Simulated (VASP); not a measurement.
# HfO2 (Fm-3m) in VASP: a series of runs, part 2 of 2

VASP 6.6.1. Earlier steps stand in the parts before.

## Step 4: Relaxation of cell and atoms, PBE+D4

Input file INCAR:

```
PREC = Accurate
ENCUT = 600
EDIFF = 1E-6
ISMEAR = 0
SIGMA = 0.01
LREAL = False
LASPH = True
NELM = 60
ALGO = Normal
ISIF = 3
LWAVE = False
LCHARG = False
GGA = PE
IVDW = 13
IBRION = 2
NSW = 80
EDIFFG = -0.01
```

Input file KPOINTS:

```
Automatic mesh
0
Gamma
  6 6 6
```

Input file POSCAR:

```
HfO2
1.0
    0.0000000000      2.5575000000      2.5575000000
    2.5575000000      0.0000000000      2.5575000000
    2.5575000000      2.5575000000      0.0000000000
Hf O
1 2
Direct
    0.0000000000      0.0000000000      0.0000000000
    0.2500000000      0.2500000000      0.2500000000
    0.7500000000      0.7500000000      0.7500000000
```

Potentials or basis: VASP PAW PBE potentials, release 64 (Hf_pv, O).

On the command line:

```console
cat potpaw_PBE.64/Hf_pv/POTCAR potpaw_PBE.64/O/POTCAR > POTCAR
mpirun -np 1 vasp_std > vasp.out
```

OUTCAR:

```text
PREC = Accurate
   ENCUT = 600
   EDIFF = 1E-6
   ISMEAR = 0
   LREAL = False
   LASPH = True
   NELM = 60
   ISIF = 3
   GGA = PE
   IVDW = 13
   IBRION = 2
   NSW = 80
   EDIFFG = -0.01

 ion  position               nearest neighbor table
   1  0.000  0.000  0.000-   3 2.21   3 2.21   3 2.21   2 2.21   3 2.21   2 2.21   2 2.21   2 2.21

   2  0.250  0.250  0.250-   1 2.21   1 2.21   1 2.21   1 2.21
   3  0.750  0.750  0.750-   1 2.21   1 2.21   1 2.21   1 2.21

  LATTYP: Found a face centered cubic cell.
 ALAT       =     5.1150000000

  Lattice vectors:

 A1 = (   0.0000000000,   2.5575000000,   2.5575000000)
 A2 = (   2.5575000000,   0.0000000000,   2.5575000000)
 A3 = (   2.5575000000,   2.5575000000,   0.0000000000)

Analysis of symmetry for initial positions (statically):
=====================================================================
 Subroutine PRICEL returns:
 Original cell was already a primitive cell.

 Routine SETGRP: Setting up the symmetry group for a
 face centered cubic supercell.

 Subroutine GETGRP returns: Found 48 space group operations
 (whereof 48 operations were pure point group operations)
 out of a pool of 48 trial point group operations.

The static configuration has the point symmetry O_h .

Analysis of symmetry for dynamics (positions and initial velocities):
=====================================================================
 Subroutine PRICEL returns:
 Original cell was already a primitive cell.

 Routine SETGRP: Setting up the symmetry group for a
 face centered cubic supercell.

 Subroutine GETGRP returns: Found 48 space group operations
 (whereof 48 operations were pure point group operations)
 out of a pool of 48 trial point group operations.

The dynamic configuration has the point symmetry O_h .

 Subroutine INISYM returns: Found 48 space group operations
 (whereof 48 operations are pure point group operations),
 and found     1 'primitive' translations

----------------------------------------------------------------------------------------

                                     Primitive cell

  volume of cell :      33.4562

  direct lattice vectors                    reciprocal lattice vectors
     0.000000000  2.557500000  2.557500000    -0.195503421  0.195503421  0.195503421
     2.557500000  0.000000000  2.557500000     0.195503421 -0.195503421  0.195503421
     2.557500000  2.557500000  0.000000000     0.195503421  0.195503421 -0.195503421

  length of vectors
     3.616851186  3.616851186  3.616851186     0.338621859  0.338621859  0.338621859

  position of ions in fractional coordinates (direct lattice)
     0.000000000  0.000000000  0.000000000
     0.250000000  0.250000000  0.250000000
     0.750000000  0.750000000  0.750000000

  ion indices of the primitive-cell ions
   primitive index   ion index
                 1           1
                 2           2
                 3           3

----------------------------------------------------------------------------------------

 KPOINTS: Automatic mesh

Automatic generation of k-mesh.
 Grid dimensions read from file:
 generate k-points for:    6    6    6

 Generating k-lattice:

  Cartesian coordinates                     Fractional coordinates (reciprocal lattice)
    -0.032583904  0.032583904  0.032583904     0.166666667  0.000000000  0.000000000
     0.032583904 -0.032583904  0.032583904     0.000000000  0.166666667  0.000000000
     0.032583904  0.032583904 -0.032583904     0.000000000  0.000000000  0.166666667

  Length of vectors
     0.056436976  0.056436976  0.056436976

  Shift w.r.t. Gamma in fractional coordinates (k-lattice)
     0.000000000  0.000000000  0.000000000

 Subroutine IBZKPT returns following result:
 ===========================================

 Found     16 irreducible k-points:

 Following reciprocal coordinates:
            Coordinates               Weight
  0.000000  0.000000  0.000000      1.000000
  0.166667  0.000000  0.000000      8.000000
  0.333333  0.000000  0.000000      8.000000
  0.500000  0.000000  0.000000      4.000000
  0.166667  0.166667  0.000000      6.000000
  0.333333  0.166667  0.000000     24.000000
[... 8 lines left out ...]
 -0.333333  0.333333  0.166667     24.000000
 -0.333333  0.500000  0.166667     12.000000
   k-points           NKPTS =     16   k-points in BZ     NKDIM =     16   number of bands    NBANDS=     15
   number of dos      NEDOS =    301   number of ions     NIONS =      3
   total plane-waves  NPLWV =  27000
   dimension x,y,z NGX =    30 NGY =   30 NGZ =   30
   dimension x,y,z NGXF=    60 NGYF=   60 NGZF=   60
   ions per type =               1   2
   NGX,Y,Z   is equivalent  to a cutoff of  13.79, 13.79, 13.79 a.u.
   NGXF,Y,Z  is equivalent  to a cutoff of  27.58, 27.58, 27.58 a.u.
 SYSTEM =  unknown system
   PREC   = accura    normal or accurate (medium, high low for compatibility)
   ISTART =      0    job   : 0-new  1-cont  2-samecut
   ICHARG =      2    charge: 1-file 2-atom 10-const
   ISPIN  =      1    spin polarized calculation?
   LNONCOLLINEAR =      F non collinear calculations
   LSORBIT =      F    spin-orbit coupling
   LASPH  =      T    aspherical Exc in radial PAW
   ENCUT  =  600.0 eV  44.10 Ry    6.64 a.u.   7.22  7.22  7.22*2*pi/ulx,y,z
   NELM   =     60;   NELMIN=  2; NELMDL= -5     # of ELM steps
   EDIFF  = 0.1E-05   stopping-criterion for ELM
   LREAL  =      F    real-space projection
   EDIFFG = -.1E-01   stopping-criterion for IOM
   NSW    =     80    number of steps for IOM
   IBRION =      2    ionic relax: 0-MD 1-quasi-New 2-CG
   NFREE  =      1    steps in history (QN), initial steepest desc. (CG)
   ISIF   =      3    stress and relaxation
   ISYM   =      2    0-nonsym 1-usesym 2-fastsym
   POTIM  = 0.5000    time-step for ionic-motion
   TEBEG  =    0.0;   TEEND  =   0.0 temperature during run
   PSTRESS=    0.0 pullay stress
   NELECT =      22.0000    total number of electrons
   NUPDOWN=      -1.0000    fix difference up-down
   EMIN   =  10.00;   EMAX   =-10.00  energy-range for DOS
   EFERMI =   0.00;   METHOD = LEGACY
   ISMEAR =     0;   SIGMA  =   0.01  broadening in eV -4-tet -1-fermi 0-gaus
   EFERMI_NEDOS =   21; number of points for ismear=-14 and -15
   IALGO  =     38    algorithm
   IMIX   =      4    mixing-type and parameters
     AMIX     =   0.40;   BMIX     =  1.00
     AMIX_MAG =   1.60;   BMIX_MAG =  1.00
  volume/ion in A,a.u.               =      11.15        75.26
  Fermi-wavevector in a.u.,A,eV,Ry     =   1.423607  2.690227 27.574337  2.026657
  Thomas-Fermi vector in A             =   2.544186
   LORBIT       =      0    0 simple, 1 ext, 2 COOP (PROOUT), +10 PAW based schemes
   GGA     = PE    functional components
   LHFCALC =     F    Hartree Fock is set to
   AEXX    =    0.0000 exact exchange contribution
   IVDW    =    13    specifies the selected vdW correction
   LEPSILON=     F    determine dielectric tensor
   LRPA    =     F    only Hartree local field effects (RPA)
 conjugate gradient relaxation of ions
 non-spin polarized calculation
 Gauss-broadening in eV      SIGMA  =   0.01
  energy-cutoff  :      600.00
  volume of cell :       33.46
 maximum number of plane-waves:      1139
 NGX is ok and might be reduce to    30
   NGX = 15   NGY = 15   NGZ = 15

--------------------------------------- Ionic step        1  -------------------------------------------

 number of electron      21.9999993 magnetization

 Free energy of the ion-electron system (eV)
  ---------------------------------------------------
  ext. energy  EPLUGINS =         0.00000000
  ---------------------------------------------------
  free energy    TOTEN  =       -30.23888567 eV

  energy without entropy =      -30.23888567  energy(sigma->0) =      -30.23888567

------------------------ aborting loop because EDIFF is reached ----------------------------------------

  DFT-D4 for vdW energy calculation

  Edisp (eV):   -0.56717

  FORCE on cell =-STRESS in cart. coord.  units (eV):
  Direction    XX          YY          ZZ          XY          YZ          ZX
  --------------------------------------------------------------------------------------
  -------------------------------------------------------------------------------------
  Total      -1.96332    -1.96332    -1.96332    -0.00000     0.00000    -0.00000
  in kB     -94.02077   -94.02077   -94.02077    -0.00000     0.00000    -0.00000
  external pressure =      -94.02 kB  Pullay stress =        0.00 kB
[... 63 lines left out ...]
  energy  without entropy=      -30.7589867889  energy(sigma->0) =      -30.75898679

--------------------------------------- Ionic step        3  -------------------------------------------

 number of electron      21.9999999 magnetization

 Free energy of the ion-electron system (eV)
  ---------------------------------------------------
  ext. energy  EPLUGINS =         0.00000000
  ---------------------------------------------------
  free energy    TOTEN  =       -30.25182716 eV

  energy without entropy =      -30.25182716  energy(sigma->0) =      -30.25182716

 E-fermi :   4.5058     XC(G=0): -11.9058

 val. band max:        4.3847207994   @ k =   0.5000   0.5000   0.0000
 cond. band min:       8.2226750109   @ k =   0.5000   0.5000   0.0000
 fundamental gap:      3.8379542114
 Fermi energy:         4.5057859283

 k-point     1 :       0.0000    0.0000    0.0000
  band No.  band energies     occupation
      1     -25.2421      2.00000
      2     -25.2421      2.00000
      3     -25.2421      2.00000
      4     -14.4251      2.00000
      5     -11.3297      2.00000
      6      -1.0348      2.00000
      7      -1.0348      2.00000
      8      -1.0348      2.00000
      9       3.7713      2.00000
     10       3.7713      2.00000
     11       3.7713      2.00000
     12       8.2986      0.00000
     13       8.2986      0.00000
     14      10.3251      0.00000
     15      14.9678      0.00000
[... 302 lines left out ...]
  FREE ENERGIE OF THE ION-ELECTRON SYSTEM (eV)
  ---------------------------------------------------
  free  energy   TOTEN  =       -30.8456387744 eV

  energy  without entropy=      -30.8456387744  energy(sigma->0) =      -30.84563877

 reached required accuracy - stopping structural energy minimisation
```

CONTCAR:

```text
HfO2
   1.00000000000000
    -0.0000000000000000    2.5243709780910821    2.5243709780910821
     2.5243709780910821    0.0000000000000000    2.5243709780910821
     2.5243709780910821    2.5243709780910821   -0.0000000000000000
  Hf              O
     1     2
Direct
     0.0000000000000000    0.0000000000000000    0.0000000000000000
     0.2500000000000000    0.2500000000000000    0.2500000000000000
     0.7500000000000000    0.7500000000000000    0.7500000000000000

  0.00000000E+00  0.00000000E+00  0.00000000E+00
  0.00000000E+00  0.00000000E+00  0.00000000E+00
  0.00000000E+00  0.00000000E+00  0.00000000E+00
```

Wall time 65 s (1 thread of AMD EPYC 7R13, shared host); peak memory 0.15 GiB.

What came out:

| Item | Value |
| --- | --- |
| Free energy | -30.8456 eV |
| Relaxed volume | 10.72 Å³/atom |
| Relaxed cell | a = 3.570 Å, b = 3.570 Å, c = 3.570 Å, α = 60.00°, β = 60.00°, γ = 60.00° |
| Space group after relaxing (to 0.1 Å) | Fm-3m (No. 225) |
| Energy gained by relaxing | 13.2 meV/atom |
| Ionic steps | 3 |
| Pressure after relaxing | -0.1 GPa |
| Band gap on the k mesh | 3.84 eV |
| Dispersion energy per atom | -0.198 eV |

Step by step:
```
step  energy change (eV)  largest force (eV/Å)  pressure (GPa)  volume (Å³)
   1              0.0000                0.0000           -9.40        33.46
   2              0.0471                0.0000           16.52        30.39
   3             -0.0396                0.0000           -0.11        32.17
```

Final structure:
```
Hf O
1.0
     0.00000    2.52437    2.52437
     2.52437    0.00000    2.52437
     2.52437    2.52437    0.00000
Hf O
1 2
Cartesian
  0.0000 0.0000 0.0000
  1.2622 1.2622 1.2622
  3.7866 3.7866 3.7866
```

Levels at points of the mesh, in eV from the valence-band top:
| k point | band 7 | band 8 | band 9 | band 10 | band 11 | band 12 | band 13 | band 14 | band 15 |
| --- | --- | --- | --- | --- | --- | --- | --- | --- | --- |
| (0.00, 0.00, 0.00) | -5.42 | -5.42 | -0.61 | -0.61 | -0.61 | 3.91 | 3.91 | 5.94 | 10.58 |
| (0.50, 0.00, 0.00) | -4.37 | -3.06 | -2.75 | -1.85 | -1.85 | 4.66 | 4.66 | 7.11 | 9.11 |
| (0.50, 0.50, 0.00) | -3.49 | -3.49 | -1.55 | -1.55 | 0.00 | 3.84 | 5.57 | 6.75 | 8.28 |

Caveat: spin-orbit coupling is left out, which moves the levels of the heavy elements.

## Step 5: Relaxation of cell and atoms, r2SCAN

POSCAR is that of step 4.

Input file INCAR.step1:

```
SYSTEM = HfO2
PREC = Accurate
ENCUT = 600
ISMEAR = 0
SIGMA = 0.01
LREAL = .FALSE.
LASPH = .TRUE.
NELM = 60
GGA = PE
ALGO = Normal
EDIFF = 1E-4
LWAVE = .TRUE.
LCHARG = .FALSE.
```

Input file INCAR.step2:

```
SYSTEM = HfO2
PREC = Accurate
ENCUT = 600
EDIFF = 1E-6
ISMEAR = 0
SIGMA = 0.01
LREAL = .FALSE.
LASPH = .TRUE.
NELM = 60
ALGO = Normal
ISIF = 3
LWAVE = .FALSE.
LCHARG = .FALSE.
METAGGA = R2SCAN
LMIXTAU = .TRUE.
IBRION = 2
NSW = 80
EDIFFG = -0.01
ISTART = 1
```

Input file KPOINTS:

```
Automatic mesh
0
G
  6 6 6
  0 0 0
```

On the command line:

```console
cat potpaw_PBE.64/Hf_pv/POTCAR potpaw_PBE.64/O/POTCAR > POTCAR
cp INCAR.step1 INCAR
mpirun -np 1 vasp_std > vasp.out
cp INCAR.step2 INCAR
mpirun -np 1 vasp_std > vasp.out
```

It took 5.6 min on 1 thread of AMD EPYC 7R13, shared host; peak memory 0.15 GiB.

Results (log left out):

```yaml
Free_energy: -68.5651 eV
Relaxed_volume: 10.62 Å³/atom
Relaxed_cell: a = 3.558 Å, b = 3.558 Å, c = 3.558 Å, α = 60.00°, β = 60.00°, γ = 60.00°
Space_group_after_relaxing_to_0.1_Å: Fm-3m (No. 225)
Energy_gained_by_relaxing: 21.4 meV/atom
Ionic_steps: 4
Pressure_after_relaxing: 0.0 GPa
Band_gap_on_the_k_mesh: 4.36 eV
```

The path:
```csv
step,energy change (eV),largest force (eV/Å),pressure (GPa),volume (Å³)
1,0.0000,0.0000,-12.35,33.46
2,0.1128,0.0000,25.63,29.46
3,-0.0642,0.0000,-0.33,31.88
4,-0.0643,0.0000,-0.02,31.85
```

Final structure:
```
CELL_PARAMETERS angstrom
0.00000 2.51579 2.51579
2.51579 0.00000 2.51579
2.51579 2.51579 0.00000
ATOMIC_POSITIONS crystal
Hf 0.00000 0.00000 0.00000
O 0.25000 0.25000 0.25000
O 0.75000 0.75000 0.75000
```

Levels at points of the mesh, in eV from the valence-band top:
```
           k point  band 9  band 10  band 11  band 12  band 13  band 14
(0.00, 0.00, 0.00)   -0.65    -0.65    -0.65     4.47     4.47     6.65
(0.50, 0.00, 0.00)   -2.86    -1.92    -1.92     5.19     5.19     7.72
(0.50, 0.50, 0.00)   -1.59    -1.59     0.00     4.36     6.14     7.39
```

Caveat: the PAW data sets were made with another functional, which shifts forces and pressure a little; spin-orbit coupling is left out, which moves the levels of the heavy elements.

## Step 6: The runs side by side

| level | gap on the mesh (eV) | pressure (GPa) | relaxed volume (Å³/atom) |
| --- | --- | --- | --- |
| PBE+D3(BJ) | 3.84 | -0.1 | 10.71 |
| RPBE | 3.86 | 0.1 | 11.09 |
| PBE+D4 | 3.84 | -0.1 | 10.72 |
| r2SCAN | 4.36 | 0.0 | 10.62 |

Alike in all rows: task relaxation of cell and atoms; potentials or basis VASP PAW PBE potentials, release 64 (Hf_pv, O); no spin polarisation; cell relaxed; k mesh 6 × 6 × 6; cutoff (eV) 600; smearing gaussian 0.01 eV.

Caveats: spin-orbit coupling is left out, which moves the levels of the heavy elements; the PAW data sets were made with another functional, which shifts forces and pressure a little (at least some runs).

Absolute energies hang on the potentials; compare differences alone.
